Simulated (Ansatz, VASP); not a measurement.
# BaTe: VASP beside Ansatz

The input POSCAR:

```
BaTe
1.0
    0.0000000000      3.4100000000      3.4100000000
    3.4100000000      0.0000000000      3.4100000000
    3.4100000000      3.4100000000      0.0000000000
Ba Te
1 1
Direct
    0.0000000000      0.0000000000      0.0000000000
    0.5256598240      0.4743401760      0.5256598240
```

File INCAR.step1:

```
SYSTEM = BaTe
  ALGO = Normal
  EDIFF = 1E-4
  ENCUT = 520
  GGA = PE
  ISMEAR = 0
  LASPH = .TRUE.
  LCHARG = .FALSE.
  LREAL = .FALSE.
  LWAVE = .TRUE.
  NBANDS = 15
  NELM = 100
  PREC = Accurate
  SIGMA = 0.05
```

INCAR.step2

```
SYSTEM = BaTe
  ALGO = Normal
  EDIFF = 1E-6
  ENCUT = 520
  ISIF = 2
  ISMEAR = 0
  ISTART = 1
  LASPH = .TRUE.
  LCHARG = .FALSE.
  LMIXTAU = .TRUE.
  LREAL = .FALSE.
  LWAVE = .FALSE.
  METAGGA = R2SCAN
  NBANDS = 15
  NELM = 100
  PREC = Accurate
  SIGMA = 0.05
```

The input KPOINTS:

```
k-points
0
G
  8 8 8
  0 0 0
```

Input for Ansatz:

```yaml
crystal:
  lattice:
    - [0.0, 3.41, 3.41]
    - [3.41, 0.0, 3.41]
    - [3.41, 3.41, 0.0]
  atoms:
    - { symbol: Ba, position: [0.0, 0.0, 0.0] }
    - { symbol: Te, position: [0.525659824, 0.474340176, 0.525659824] }
basis:
  ecutwfc: 500
kpoints:
  mp_grid: { grid: [8, 8, 8] }
hamiltonian:
  xc: r2scan
scf:
  occupations: { method: gaussian, width: 0.05 }
output:
  forces: true
  stress: true
  eigenvalues: true
```

Change from the starting cell: all Te atoms moved +0.175 Å, as atom 2 along Cartesian [0 1 0].

Alike in both runs: task single point; functional r2SCAN; k mesh 8 × 8 × 8; occupations gaussian, width 0.05 eV; no spin polarisation.

```csv
,VASP,Ansatz
version,VASP 6.6.1,Ansatz 0.2.0
potentials or method,"VASP PAW PBE potentials, release 64 (Ba_sv, Te), cutoff 520 eV","scalar-relativistic, plane waves, PAW"
valence electrons in the cell,16,26
```

Ansatz gave:

| Item | Value |
| --- | --- |
| gap on the k mesh at the Fermi level (eV) | 1.83 |
| least direct gap on the mesh (eV) | 2.13 |
| pressure (GPa) | 4.3 |
| traceless stress, the component that is largest in VASP (GPa) | 0.94 |
| rms of the force components (eV/Å) | 0.350 |

Q: What did VASP give for the same quantities?

A: gap on the k mesh at the Fermi level (eV): 1.73; least direct gap on the mesh (eV): 2.07; pressure (GPa): 4.8; traceless stress, the component that is largest in VASP (GPa): 0.99; rms of the force components (eV/Å): 0.366.

VASP's potentials were made for PBE, not for r2SCAN. Atom by atom the forces differ by 0.016 eV/Å (rms over components). VASP's potentials hold 16 valence electrons a cell and Ansatz's 26, so a difference there can come from the potentials and not from the codes.

Neither program's run includes spin-orbit coupling.
